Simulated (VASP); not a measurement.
# SnO2 (P4_2/mnm) in VASP: notebook, part 2 of 2

VASP 6.6.1. Earlier steps stand in the parts before.

## Step 4: Relaxation of cell and atoms, PBE

INCAR

```
SYSTEM = SnO2
ALGO = Normal ; EDIFF = 1E-6
EDIFFG = -0.01 ; ENCUT = 600
GGA = PE ; IBRION = 2
ISIF = 3 ; ISMEAR = 0
LASPH = .TRUE. ; LCHARG = .FALSE.
LREAL = .FALSE. ; LWAVE = .FALSE.
NELM = 100 ; NSW = 80
PREC = Accurate ; SIGMA = 0.05
```

KPOINTS

```
k-points
0
G
  6 6 10
  0 0 0
```

POSCAR

```
SnO2
1.0
    4.7380000000      0.0000000000      0.0000000000
    0.0000000000      4.7380000000      0.0000000000
    0.0000000000      0.0000000000      3.1865000000
Sn O
2 4
Direct
    0.0000000000      0.0000000000      0.0000000000
    0.5000000000      0.5000000000      0.5000000000
    0.3071000000      0.3071000000      0.0000000000
    0.1929000000      0.8071000000      0.5000000000
    0.6929000000      0.6929000000      0.0000000000
    0.8071000000      0.1929000000      0.5000000000
```

Potentials or basis: VASP PAW PBE potentials, release 64 (Sn_d, O).

Command:

```console
$ cat potpaw_PBE.64/Sn_d/POTCAR potpaw_PBE.64/O/POTCAR > POTCAR
$ mpirun -np 1 vasp_std > vasp.out
```

OUTCAR:

```text
SYSTEM = SnO2
   EDIFF = 1E-6
   EDIFFG = -0.01
   ENCUT = 600
   GGA = PE
   IBRION = 2
   ISIF = 3
   ISMEAR = 0
   LASPH = .TRUE.
   LREAL = .FALSE.
   NELM = 100
   NSW = 80
   PREC = Accurate

 ion  position               nearest neighbor table
   1  0.000  0.000  0.000-   4 2.05   6 2.05   4 2.05   6 2.05   5 2.06   3 2.06   2 3.71   2 3.71
                             2 3.71   2 3.71   2 3.71   2 3.71   2 3.71   2 3.71
   2  0.500  0.500  0.500-   3 2.05   5 2.05   3 2.05   5 2.05   4 2.06   6 2.06   1 3.71   1 3.71
                             1 3.71   1 3.71   1 3.71   1 3.71   1 3.71   1 3.71
   3  0.307  0.307  0.000-   2 2.05   2 2.05   1 2.06
   4  0.193  0.807  0.500-   1 2.05   1 2.05   2 2.06
   5  0.693  0.693  0.000-   2 2.05   2 2.05   1 2.06
   6  0.807  0.193  0.500-   1 2.05   1 2.05   2 2.06

  LATTYP: Found a simple tetragonal cell.
 ALAT       =     4.7380000000
 C/A-ratio  =     0.6725411566

  Lattice vectors:

[... 477 lines left out ...]

  energy without entropy =      -37.31187974  energy(sigma->0) =      -37.31187974

 E-fermi :   5.7006     XC(G=0): -10.9618

 val. band max:        5.4987896420   @ k =   0.0000   0.0000   0.0000
 cond. band min:       6.1341499127   @ k =   0.0000   0.0000   0.0000
 fundamental gap:      0.6353602707
 Fermi energy:         5.7005577404

 k-point     1 :       0.0000    0.0000    0.0000
  band No.  band energies     occupation
      1     -15.5323      2.00000
      2     -14.8729      2.00000
      3     -14.6854      2.00000
      4     -14.6579      2.00000
      5     -14.6579      2.00000
      6     -14.5941      2.00000
[... 805 lines left out ...]
     30      13.4957      0.00000
     31      14.7509      0.00000

 [... further k-points ...]

------------------------ aborting loop because EDIFF is reached ----------------------------------------

  FORCE on cell =-STRESS in cart. coord.  units (eV):
  Direction    XX          YY          ZZ          XY          YZ          ZX
  --------------------------------------------------------------------------------------
  -------------------------------------------------------------------------------------
  Total       -0.0097289     -0.0097289     -0.0408315     -0.0000000      0.0000000      0.0000000
  in kB       -0.2059808     -0.2059808     -0.8644879     -0.0000000      0.0000000      0.0000000
  external PRESSURE =      -0.4254832 kB  Pullay stress =       0.0000000 kB
[... 21 lines left out ...]
  FREE ENERGIE OF THE ION-ELECTRON SYSTEM (eV)
  ---------------------------------------------------
  free  energy   TOTEN  =       -37.3118797445 eV

  energy  without entropy=      -37.3118797445  energy(sigma->0) =      -37.31187974

 reached required accuracy - stopping structural energy minimisation
```

OSZICAR:

```text
N       E                     dE             d eps       ncg     rms          rms(c)
DAV:   1     0.686094634365E+03    0.68609E+03   -0.28844E+04  4045   0.285E+03
DAV:   2     0.617496978913E+02   -0.62434E+03   -0.60312E+03  4185   0.730E+02
[... 67 lines left out ...]
   7 F= -.37311880E+02 E0= -.37311880E+02  d E =-.416552E-04
       N       E                     dE             d eps       ncg     rms          rms(c)
DAV:   1    -0.373118848643E+02   -0.39664E-05   -0.51453E-04  4211   0.227E-01    0.167E-02
DAV:   2    -0.373118807930E+02    0.40713E-05   -0.19734E-05  5349   0.446E-02    0.722E-03
DAV:   3    -0.373118795822E+02    0.12108E-05   -0.17934E-06  2367   0.283E-02    0.230E-03
DAV:   4    -0.373118797445E+02   -0.16230E-06   -0.79441E-07  1944   0.108E-02
   8 F= -.37311880E+02 E0= -.37311880E+02  d E =-.413341E-04
```

CONTCAR:

```text
SnO2
   1.00000000000000
     4.8304342118306378    0.0000000000000000    0.0000000000000000
    -0.0000000000000000    4.8304342118306378    0.0000000000000000
     0.0000000000000000    0.0000000000000000    3.2432060124879420
  Sn              O
     2     4
Direct
     0.0000000000000000    0.0000000000000000    0.0000000000000000
     0.5000000000000000    0.5000000000000000    0.5000000000000000
     0.3065738913126663    0.3065738913126663    0.0000000000000000
     0.1934261086873337    0.8065738913126664    0.5000000000000000
     0.6934261086873336    0.6934261086873336    0.0000000000000000
     0.8065738913126664    0.1934261086873337    0.5000000000000000

  0.00000000E+00  0.00000000E+00  0.00000000E+00
  0.00000000E+00  0.00000000E+00  0.00000000E+00
  0.00000000E+00  0.00000000E+00  0.00000000E+00
  0.00000000E+00  0.00000000E+00  0.00000000E+00
  0.00000000E+00  0.00000000E+00  0.00000000E+00
  0.00000000E+00  0.00000000E+00  0.00000000E+00
```

It took 9.8 min on 1 thread of AMD EPYC 7R13 (Zen 3), shared host; peak memory 0.27 GiB.

What came out:

```yaml
Free_energy: -37.3119 eV
Relaxed_volume: 12.61 Å³/atom
Relaxed_cell: a = 4.830 Å, b = 4.830 Å, c = 3.243 Å, α = 90.00°, β = 90.00°, γ = 90.00°
Space_group_after_relaxing_to_0.1_Å: P4_2/mnm (No. 136)
Energy_gained_by_relaxing: 23.7 meV/atom
Ionic_steps: 8
Pressure_after_relaxing: 0.0 GPa
Largest_force_after_relaxing: 0.004 eV/Å
Band_gap_on_the_k_mesh: 0.64 eV
```

Forces on the atoms (eV/Å):
```
Sn   0.000  0.000  0.000
Sn   0.000  0.000  0.000
O   -0.003 -0.003  0.000
O    0.003 -0.003  0.000
O    0.003  0.003  0.000
O   -0.003  0.003  0.000
```

Step by step:
```
step  energy change (eV)  largest force (eV/Å)  pressure (GPa)  volume (Å³)
   1              0.0000                0.2935           11.61        71.53
   2              0.0637                0.3614          -10.54        80.85
   3             -0.1403                0.0640           -0.01        75.51
   4             -0.1404                0.0580            0.21        75.43
   5             -0.1420                0.0035            0.09        75.57
   6             -0.1422                0.0193            0.06        75.63
   7             -0.1422                0.0009           -0.11        75.68
   8             -0.1422                0.0039           -0.04        75.67
```

Final structure:
```cif
data_structure
_symmetry_space_group_name_H-M 'P 1'
_symmetry_Int_Tables_number 1
_cell_length_a 4.8304
_cell_length_b 4.8304
_cell_length_c 3.2432
_cell_angle_alpha 90.000
_cell_angle_beta 90.000
_cell_angle_gamma 90.000
_cell_volume 75.67
loop_
_atom_site_label
_atom_site_type_symbol
_atom_site_fract_x
_atom_site_fract_y
_atom_site_fract_z
_atom_site_occupancy
Sn1 Sn 0.00000 0.00000 0.00000 1
Sn2 Sn 0.50000 0.50000 0.50000 1
O1 O 0.30657 0.30657 0.00000 1
O2 O 0.19343 0.80657 0.50000 1
O3 O 0.69343 0.69343 0.00000 1
O4 O 0.80657 0.19343 0.50000 1
```

Caveat: semilocal functionals underestimate gaps, and a narrow one can read as zero; spin-orbit coupling is left out, which moves the levels of the heavy elements. PBE gaps usually lie below the measured ones, often by a third to a half.

## Step 5: Summary

```tsv
task	cell	cutoff (eV)	gap on the mesh (eV)	pressure (GPa)	largest force (eV/Å)
single point	a = 4.738, b = 4.738, c = 3.187 Å, 6 atoms, atomic positions A	520	1.24	11.4	0.02
single point	a = 4.827, b = 4.827, c = 3.238 Å, 6 atoms, atomic positions B	520	0.67	0.6	0.02
relaxation of cell and atoms	relaxed from a = 4.738, b = 4.738, c = 3.187 Å, 6 atoms, atomic positions C	600	0.64	0.0	-
```

Alike in all rows: level PBE; potentials or basis VASP PAW PBE potentials, release 64 (Sn_d, O); no spin polarisation; k mesh 6 × 6 × 10; smearing gaussian 0.05 eV.

Caveats: spin-orbit coupling is left out, which moves the levels of the heavy elements; semilocal functionals underestimate gaps, and a narrow one can read as zero (at least some runs); the cell stands under pressure (at least some runs).

Total energies depend on the potentials used, so only differences within one code and one set of settings carry meaning.
